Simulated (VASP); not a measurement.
# TiH3 (Im-3m) in VASP: further runs

Runs on TiH3. Level: PBE. Tasks: single point, relaxation of cell and atoms.

Everything below comes from runs of VASP 6.6.1. Logs are shortened: lines on timing, memory, paths and dates and some standing lists are left out, and cuts for length are marked.

### 1 The cell of the first run

The structure is cubic, space group Im-3m (No. 229). The conventional cell has a = 4.190 Å, b = 4.190 Å, c = 4.190 Å, α = 90.00°, β = 90.00°, γ = 90.00°. Ti (site symmetry m-3m) has 6 H at 2.10 Å within 2.8 Å. H (site symmetry 4/mmm) has 2 Ti at 2.10 Å and 4 H at 2.10 Å within 2.8 Å.

### 2 Single point, PBE

INCAR reads:

```
PREC = Accurate
ENCUT = 520
EDIFF = 1E-6
ISMEAR = 0
SIGMA = 0.1
LREAL = False
LASPH = True
NELM = 100
ALGO = Normal
ISIF = 2
LWAVE = False
LCHARG = True
GGA = PE
LELF = True
LVHAR = True
NBANDS = 16
```

KPOINTS reads:

```
Automatic mesh
0
Gamma
  6 6 6
```

POSCAR reads:

```
TiH3
1.0
   -2.0952084700      2.0952084700      2.0952084700
    2.0952084700     -2.0952084700      2.0952084700
    2.0952084700      2.0952084700     -2.0952084700
Ti H
1 3
Direct
    0.0000000000      0.0000000000      0.0000000000
    0.0000000000      0.5000000000      0.5000000000
    0.5000000000      0.0000000000      0.5000000000
    0.5000000000      0.5000000000      0.0000000000
```

Potentials or basis: VASP PAW PBE potentials, release 64 (Ti_sv, H).

Run with:

```
$ cat potpaw_PBE.64/Ti_sv/POTCAR potpaw_PBE.64/H/POTCAR > POTCAR
$ mpirun -np 1 vasp_std > vasp.out
```

OUTCAR:

```text
PREC = Accurate
   ENCUT = 520
   EDIFF = 1E-6
   ISMEAR = 0
   LREAL = False
   LASPH = True
   NELM = 100
   ISIF = 2
   GGA = PE

 ion  position               nearest neighbor table
   1  0.000  0.000  0.000-
   2  0.000  0.500  0.500-
   3  0.500  0.000  0.500-
   4  0.500  0.500  0.000-

  LATTYP: Found a body centered cubic cell.
 ALAT       =     4.1904169400

  Lattice vectors:

 A1 = (  -2.0952084700,   2.0952084700,   2.0952084700)
 A2 = (   2.0952084700,  -2.0952084700,   2.0952084700)
 A3 = (   2.0952084700,   2.0952084700,  -2.0952084700)

Analysis of symmetry for initial positions (statically):
=====================================================================
 Subroutine PRICEL returns:
 Original cell was already a primitive cell.

 Routine SETGRP: Setting up the symmetry group for a
 body centered cubic supercell.

 Subroutine GETGRP returns: Found 48 space group operations
 (whereof 48 operations were pure point group operations)
 out of a pool of 48 trial point group operations.

The static configuration has the point symmetry O_h .

Analysis of symmetry for dynamics (positions and initial velocities):
=====================================================================
 Subroutine PRICEL returns:
 Original cell was already a primitive cell.

 Routine SETGRP: Setting up the symmetry group for a
 body centered cubic supercell.

 Subroutine GETGRP returns: Found 48 space group operations
 (whereof 48 operations were pure point group operations)
 out of a pool of 48 trial point group operations.

The dynamic configuration has the point symmetry O_h .

 Subroutine INISYM returns: Found 48 space group operations
 (whereof 48 operations are pure point group operations),
 and found     1 'primitive' translations

----------------------------------------------------------------------------------------

                                     Primitive cell

  volume of cell :      36.7910

  direct lattice vectors                    reciprocal lattice vectors
[... 77 lines left out ...]
   LNONCOLLINEAR =      F non collinear calculations
   LSORBIT =      F    spin-orbit coupling
   LASPH  =      T    aspherical Exc in radial PAW
   ENCUT  =  520.0 eV  38.22 Ry    6.18 a.u.   6.75  6.75  6.75*2*pi/ulx,y,z
   NELM   =    100;   NELMIN=  2; NELMDL= -5     # of ELM steps
   EDIFF  = 0.1E-05   stopping-criterion for ELM
   LREAL  =      F    real-space projection
   EDIFFG = 0.1E-04   stopping-criterion for IOM
   NSW    =      0    number of steps for IOM
   IBRION =     -1    ionic relax: 0-MD 1-quasi-New 2-CG
   NFREE  =      0    steps in history (QN), initial steepest desc. (CG)
   ISIF   =      2    stress and relaxation
   ISYM   =      2    0-nonsym 1-usesym 2-fastsym
   POTIM  = 0.5000    time-step for ionic-motion
   TEBEG  =    0.0;   TEEND  =   0.0 temperature during run
   PSTRESS=    0.0 pullay stress
   NELECT =      15.0000    total number of electrons
   NUPDOWN=      -1.0000    fix difference up-down
   EMIN   =  10.00;   EMAX   =-10.00  energy-range for DOS
   EFERMI =   0.00;   METHOD = LEGACY
   ISMEAR =     0;   SIGMA  =   0.10  broadening in eV -4-tet -1-fermi 0-gaus
   EFERMI_NEDOS =   21; number of points for ismear=-14 and -15
   IALGO  =     38    algorithm
   IMIX   =      4    mixing-type and parameters
     AMIX     =   0.40;   BMIX     =  1.00
     AMIX_MAG =   1.60;   BMIX_MAG =  1.00
  volume/ion in A,a.u.               =       9.20        62.07
  Fermi-wavevector in a.u.,A,eV,Ry     =   1.213924  2.293983 20.049687  1.473610
  Thomas-Fermi vector in A             =   2.349360
   LORBIT       =      0    0 simple, 1 ext, 2 COOP (PROOUT), +10 PAW based schemes
   GGA     = PE    functional components
   LHFCALC =     F    Hartree Fock is set to
   AEXX    =    0.0000 exact exchange contribution
   IVDW    =     0    specifies the selected vdW correction
   LEPSILON=     F    determine dielectric tensor
   LRPA    =     F    only Hartree local field effects (RPA)
 non-spin polarized calculation
 Gauss-broadening in eV      SIGMA  =   0.10
  energy-cutoff  :      520.00
  volume of cell :       36.79
 maximum number of plane-waves:      1006
   NGX = 13   NGY = 13   NGZ = 13

 number of electron      14.9999992 magnetization

 Free energy of the ion-electron system (eV)
  ---------------------------------------------------
  ext. energy  EPLUGINS =         0.00000000
  ---------------------------------------------------
  free energy    TOTEN  =       -15.81339856 eV

  energy without entropy =      -15.79432574  energy(sigma->0) =      -15.80386215

 E-fermi :   3.7172     XC(G=0):  -9.7657

 val. band max:        3.6606897622   @ k =  -0.1667   0.1667   0.1667
 cond. band min:       3.7353907151   @ k =   0.1667   0.0000   0.0000
 fundamental gap:      0.0747009529
 Fermi energy:         3.7172189191

 k-point     1 :       0.0000    0.0000    0.0000
  band No.  band energies     occupation
      1     -54.2665      2.00000
      2     -30.4568      2.00000
      3     -30.4568      2.00000
      4     -30.4568      2.00000
      5      -4.9761      2.00000
      6       2.0205      2.00000
[... 281 lines left out ...]
      3     -30.4922      2.00000
      4     -30.4922      2.00000
      5      -1.4819      2.00000
      6      -1.4819      2.00000
[... 8 lines left out ...]
     15       7.5800      0.00000
     16      18.4390      0.00000

------------------------ aborting loop because EDIFF is reached ----------------------------------------

  FORCE on cell =-STRESS in cart. coord.  units (eV):
  Direction    XX          YY          ZZ          XY          YZ          ZX
  --------------------------------------------------------------------------------------
  -------------------------------------------------------------------------------------
  Total       -4.3908062     -4.3908062     -4.3908062     -0.0000000      0.0000000     -0.0000000
  in kB     -191.2111173   -191.2111173   -191.2111173     -0.0000000      0.0000000     -0.0000000
  external PRESSURE =    -191.2111173 kB  Pullay stress =       0.0000000 kB

 VOLUME and BASIS-vectors are now :
 -----------------------------------------------------------------------------
  energy-cutoff  :      520.00
  volume of cell :       36.79
      direct lattice vectors                 reciprocal lattice vectors
    -2.095208470  2.095208470  2.095208470     0.000000000  0.238639738  0.238639738
     2.095208470 -2.095208470  2.095208470     0.238639738  0.000000000  0.238639738
     2.095208470  2.095208470 -2.095208470     0.238639738  0.238639738  0.000000000

 POSITION                                       TOTAL-FORCE (eV/Angst)
 -----------------------------------------------------------------------------------
      0.00000      0.00000      0.00000        -0.000000      0.000000     -0.000000
      2.09521      0.00000      0.00000         0.000000      0.000000      0.000000
      0.00000      2.09521      0.00000         0.000000      0.000000      0.000000
      0.00000      0.00000      2.09521        -0.000000     -0.000000      0.000000
 -----------------------------------------------------------------------------------
    total drift:                                0.000000     -0.000000     -0.000000

  FREE ENERGIE OF THE ION-ELECTRON SYSTEM (eV)
  ---------------------------------------------------
  free  energy   TOTEN  =       -15.8133985565 eV

  energy  without entropy=      -15.7943257398  energy(sigma->0) =      -15.80386215
```

OSZICAR:

```text
N       E                     dE             d eps       ncg     rms          rms(c)
DAV:   1     0.101673674038E+03    0.10167E+03   -0.69091E+03   512   0.940E+02
DAV:   2    -0.135489913776E+02   -0.11522E+03   -0.10947E+03   544   0.282E+02
DAV:   3    -0.197240629137E+02   -0.61751E+01   -0.61093E+01   736   0.630E+01
DAV:   4    -0.198934623369E+02   -0.16940E+00   -0.16928E+00   584   0.923E+00
DAV:   5    -0.198965290266E+02   -0.30667E-02   -0.30664E-02   728   0.108E+00    0.111E+01
DAV:   6    -0.160084881470E+02    0.38880E+01   -0.61620E+00   528   0.322E+01    0.395E+00
DAV:   7    -0.158967934671E+02    0.11169E+00   -0.10228E+00   544   0.132E+01    0.186E+00
DAV:   8    -0.159039591873E+02   -0.71657E-02   -0.26208E-01   656   0.601E+00    0.237E+00
DAV:   9    -0.158286712814E+02    0.75288E-01   -0.17758E-01   512   0.598E+00    0.801E-01
DAV:  10    -0.158139226204E+02    0.14749E-01   -0.13929E-02   520   0.148E+00    0.177E-01
DAV:  11    -0.158135752713E+02    0.34735E-03   -0.16645E-03   712   0.315E-01    0.995E-02
DAV:  12    -0.158134597507E+02    0.11552E-03   -0.14064E-04   704   0.119E-01    0.523E-02
DAV:  13    -0.158134061078E+02    0.53643E-04   -0.33743E-05   608   0.606E-02    0.189E-02
DAV:  14    -0.158133983043E+02    0.78035E-05   -0.11793E-05   568   0.428E-02    0.173E-03
DAV:  15    -0.158133985565E+02   -0.25220E-06   -0.15354E-06   560   0.110E-02
   1 F= -.15813399E+02 E0= -.15803862E+02  d E =-.190728E-01
```

Wall time 17 s (1 thread of AMD EPYC 7R43 (Zen 3), shared host); peak memory 0.12 GiB.

What came out:

- Free energy: -15.8134 eV
- Pressure: -19.1 GPa

Levels at points of the mesh, in eV from the Fermi level:
```tsv
k point	band 3	band 4	band 5	band 6	band 7	band 8	band 9	band 10	band 11	band 12
(0.00, 0.00, 0.00)	-34.17	-34.17	-8.69	-1.70	-1.70	0.02	0.02	0.02	4.78	4.78
(0.50, 0.00, 0.00)	-34.19	-34.18	-5.32	-4.99	-0.62	-0.10	0.18	0.50	1.22	1.89
(0.50, 0.50, 0.50)	-34.21	-34.21	-5.20	-5.20	0.49	1.10	1.10	1.10	2.74	2.74
```

### 3 Single point, PBE, collinear spin, ferromagnetic start

This run uses another cell than the first one, of 6.44 Å³/atom, 0.700 times its volume.

INCAR reads:

```
SYSTEM = TiH3
PREC = Accurate
ENCUT = 520
EDIFF = 1E-7
ISMEAR = 0
SIGMA = 0.1
LREAL = .FALSE.
LASPH = .TRUE.
NELM = 150
ALGO = Normal
ISIF = 2
LWAVE = .FALSE.
LCHARG = .TRUE.
ISPIN = 2
MAGMOM = 1 0 0 0
LORBIT = 11
LMAXMIX = 4
GGA = PE
LELF = .TRUE.
LVHAR = .TRUE.
NBANDS = 20
```

KPOINTS reads:

```
Automatic mesh
0
G
  6 6 6
  0 0 0
```

POSCAR reads:

```
TiH3
1.0
   -1.8602141326      1.8602141326      1.8602141326
    1.8602141326     -1.8602141326      1.8602141326
    1.8602141326      1.8602141326     -1.8602141326
Ti H
1 3
Direct
    0.0000000000      0.0000000000      0.0000000000
    0.0000000000      0.5000000000      0.5000000000
    0.5000000000      0.0000000000      0.5000000000
    0.5000000000      0.5000000000      0.0000000000
```

Potentials or basis: VASP PAW PBE potentials, release 64 (Ti_sv, H).

Run with:

```
$ cat potpaw_PBE.64/Ti_sv/POTCAR potpaw_PBE.64/H/POTCAR > POTCAR
$ mpirun -np 1 vasp_std > vasp.out
```

OUTCAR:

```text
SYSTEM = TiH3
   PREC = Accurate
   ENCUT = 520
   EDIFF = 1E-7
   ISMEAR = 0
   LREAL = .FALSE.
   LASPH = .TRUE.
   NELM = 150
   ISIF = 2
   ISPIN = 2
   LORBIT = 11
   GGA = PE

 ion  position               nearest neighbor table
   1  0.000  0.000  0.000-   2 1.86   3 1.86   4 1.86   2 1.86   3 1.86   4 1.86
   2  0.000  0.500  0.500-   1 1.86   1 1.86
   3  0.500  0.000  0.500-   1 1.86   1 1.86
   4  0.500  0.500  0.000-   1 1.86   1 1.86

  LATTYP: Found a body centered cubic cell.
 ALAT       =     3.7204282652

  Lattice vectors:

 A1 = (  -1.8602141326,   1.8602141326,   1.8602141326)
 A2 = (   1.8602141326,  -1.8602141326,   1.8602141326)
 A3 = (   1.8602141326,   1.8602141326,  -1.8602141326)

Analysis of symmetry for initial positions (statically):
=====================================================================
 Subroutine PRICEL returns:
 Original cell was already a primitive cell.

 Routine SETGRP: Setting up the symmetry group for a
 body centered cubic supercell.

 Subroutine GETGRP returns: Found 48 space group operations
 (whereof 48 operations were pure point group operations)
 out of a pool of 48 trial point group operations.

The static configuration has the point symmetry O_h .

Analysis of symmetry for dynamics (positions and initial velocities):
=====================================================================
 Subroutine PRICEL returns:
 Original cell was already a primitive cell.

 Routine SETGRP: Setting up the symmetry group for a
 body centered cubic supercell.

 Subroutine GETGRP returns: Found 48 space group operations
 (whereof 48 operations were pure point group operations)
 out of a pool of 48 trial point group operations.

The dynamic configuration has the point symmetry O_h .

Analysis of structural, dynamic, and magnetic symmetry:
=====================================================================
 Subroutine PRICEL returns:
 Original cell was already a primitive cell.

 Routine SETGRP: Setting up the symmetry group for a
 body centered cubic supercell.

 Subroutine GETGRP returns: Found 48 space group operations
 (whereof 48 operations were pure point group operations)
 out of a pool of 48 trial point group operations.

The overall configuration has the point symmetry O_h .

 Subroutine INISYM returns: Found 48 space group operations
 (whereof 48 operations are pure point group operations),
 and found     1 'primitive' translations

----------------------------------------------------------------------------------------

                                     Primitive cell

  volume of cell :      25.7483

  direct lattice vectors                    reciprocal lattice vectors
    -1.860214133  1.860214133  1.860214133     0.000000000  0.268786260  0.268786260
     1.860214133 -1.860214133  1.860214133     0.268786260  0.000000000  0.268786260
     1.860214133  1.860214133 -1.860214133     0.268786260  0.268786260  0.000000000

  length of vectors
     3.221985391  3.221985391  3.221985391     0.380121175  0.380121175  0.380121175

  position of ions in fractional coordinates (direct lattice)
     0.000000000  0.000000000  0.000000000
     0.000000000  0.500000000  0.500000000
     0.500000000  0.000000000  0.500000000
     0.500000000  0.500000000  0.000000000

  ion indices of the primitive-cell ions
   primitive index   ion index
                 1           1
                 2           2
                 3           3
                 4           4

[... 70 lines left out ...]
   POTIM  = 0.5000    time-step for ionic-motion
   TEBEG  =    0.0;   TEEND  =   0.0 temperature during run
   PSTRESS=    0.0 pullay stress
   NELECT =      15.0000    total number of electrons
   NUPDOWN=      -1.0000    fix difference up-down
   EMIN   =  10.00;   EMAX   =-10.00  energy-range for DOS
   EFERMI =   0.00;   METHOD = LEGACY
   ISMEAR =     0;   SIGMA  =   0.10  broadening in eV -4-tet -1-fermi 0-gaus
   EFERMI_NEDOS =   21; number of points for ismear=-14 and -15
   IALGO  =     38    algorithm
   IMIX   =      4    mixing-type and parameters
     AMIX     =   0.40;   BMIX     =  1.00
     AMIX_MAG =   1.60;   BMIX_MAG =  1.00
  volume/ion in A,a.u.               =       6.44        43.44
  Fermi-wavevector in a.u.,A,eV,Ry     =   1.367274  2.583774 25.435262  1.869439
  Thomas-Fermi vector in A             =   2.493341
   LORBIT       =     11    0 simple, 1 ext, 2 COOP (PROOUT), +10 PAW based schemes
   GGA     = PE    functional components
   LHFCALC =     F    Hartree Fock is set to
   AEXX    =    0.0000 exact exchange contribution
   IVDW    =     0    specifies the selected vdW correction
   LEPSILON=     F    determine dielectric tensor
   LRPA    =     F    only Hartree local field effects (RPA)
 spin polarized calculation
 Gauss-broadening in eV      SIGMA  =   0.10
  energy-cutoff  :      520.00
  volume of cell :       25.75
 maximum number of plane-waves:       712
   NGX = 11   NGY = 11   NGZ = 11

 number of electron      14.9999999 magnetization       0.2180166

 Free energy of the ion-electron system (eV)
  ---------------------------------------------------
  ext. energy  EPLUGINS =         0.00000000
  ---------------------------------------------------
  free energy    TOTEN  =       -16.67584795 eV

  energy without entropy =      -16.66453600  energy(sigma->0) =      -16.67019198

 E-fermi :   6.9677     XC(G=0): -11.2890

 val. band max:        6.9671064861   @ k =   0.5000   0.0000   0.0000
 cond. band min:       6.9686545035   @ k =   0.1667   0.1667   0.0000
 fundamental gap:      0.0015480175
 Fermi energy:         6.9676507986

 spin component 1

 k-point     1 :       0.0000    0.0000    0.0000
  band No.  band energies     occupation
      1     -50.5699      1.00000
      2     -26.7467      1.00000
      3     -26.7467      1.00000
      4     -26.7467      1.00000
      5      -4.3246      1.00000
      6       4.7095      1.00000
[... 328 lines left out ...]
      5      -0.2977      1.00000
      6      -0.2977      1.00000
[... 11 lines left out ...]
     18      29.9462      0.00000
     19      29.9462      0.00000
 Fermi energy:         6.9676507986

 spin component 2

 k-point     1 :       0.0000    0.0000    0.0000
  band No.  band energies     occupation
      1     -50.3814      1.00000
      2     -26.5571      1.00000
      3     -26.5571      1.00000
      4     -26.5571      1.00000
      5      -4.2906      1.00000
      6       4.7534      1.00000
[... 328 lines left out ...]
      5      -0.2824      1.00000
      6      -0.2824      1.00000
[... 11 lines left out ...]
     18      29.9688      0.00000
     19      29.9688      0.00000
 [bands above 19 left out]

------------------------ aborting loop because EDIFF is reached ----------------------------------------

  FORCE on cell =-STRESS in cart. coord.  units (eV):
  Direction    XX          YY          ZZ          XY          YZ          ZX
  --------------------------------------------------------------------------------------
  -------------------------------------------------------------------------------------
  Total       -0.0249174     -0.0249174     -0.0249174      0.0000000     -0.0000000      0.0000000
  in kB       -1.5504719     -1.5504719     -1.5504719      0.0000000     -0.0000000      0.0000000
  external PRESSURE =      -1.5504719 kB  Pullay stress =       0.0000000 kB

 VOLUME and BASIS-vectors are now :
 -----------------------------------------------------------------------------
  energy-cutoff  :      520.00
  volume of cell :       25.75
      direct lattice vectors                 reciprocal lattice vectors
    -1.860214133  1.860214133  1.860214133     0.000000000  0.268786260  0.268786260
     1.860214133 -1.860214133  1.860214133     0.268786260  0.000000000  0.268786260
     1.860214133  1.860214133 -1.860214133     0.268786260  0.268786260  0.000000000

 POSITION                                       TOTAL-FORCE (eV/Angst)
 -----------------------------------------------------------------------------------
      0.00000      0.00000      0.00000         0.000000     -0.000000     -0.000000
      1.86021      0.00000      0.00000         0.000000      0.000000      0.000000
      0.00000      1.86021      0.00000        -0.000000      0.000000      0.000000
      0.00000      0.00000      1.86021         0.000000     -0.000000     -0.000000
 -----------------------------------------------------------------------------------
    total drift:                               -0.000000      0.000000      0.000000

  FREE ENERGIE OF THE ION-ELECTRON SYSTEM (eV)
  ---------------------------------------------------
  free  energy   TOTEN  =       -16.6758479541 eV

  energy  without entropy=      -16.6645359969  energy(sigma->0) =      -16.67019198

 total charge

# of ion       s       p       d       tot
------------------------------------------
    1        2.170   6.107   1.994  10.271
    2        0.522   0.015   0.000   0.537
    3        0.522   0.015   0.000   0.537
    4        0.522   0.015   0.000   0.537
--------------------------------------------------
tot          3.736   6.153   1.994  11.883

 magnetization (x)

# of ion       s       p       d       tot
------------------------------------------
    1        0.001   0.001   0.194   0.196
    2       -0.004   0.000   0.000  -0.004
    3       -0.004   0.000   0.000  -0.004
    4       -0.004   0.000   0.000  -0.004
--------------------------------------------------
tot         -0.012   0.002   0.194   0.184
```

stdout:

```text
POSCAR found type information on POSCAR TiH
 POSCAR found :  2 types and       4 ions
 scaLAPACK will be used
 LDA part: xc-table for (Slater+PW92), standard interpolation
 POSCAR, INCAR and KPOINTS ok, starting setup
 FFT: planning ... GRIDC
 FFT: planning ... GRID_SOFT
 FFT: planning ... GRID
 WAVECAR not read
 entering main loop
```

Run time: 24 s. Hardware: 1 thread of AMD EPYC 7R43 (Zen 3), shared host; peak memory 0.12 GiB.

Results:

```yaml
Free_energy: -16.6758 eV
Pressure: -0.2 GPa
Net_moment: 0.22 μB per cell
Site_moments: Ti +0.20; H -0.00 μB
Valence_electrons_inside_the_program's_atomic_spheres: Ti 10.27; H 0.54
```

Caveat: the k points lie up to 0.40 Å⁻¹ apart.

[end of part 1 of 2]
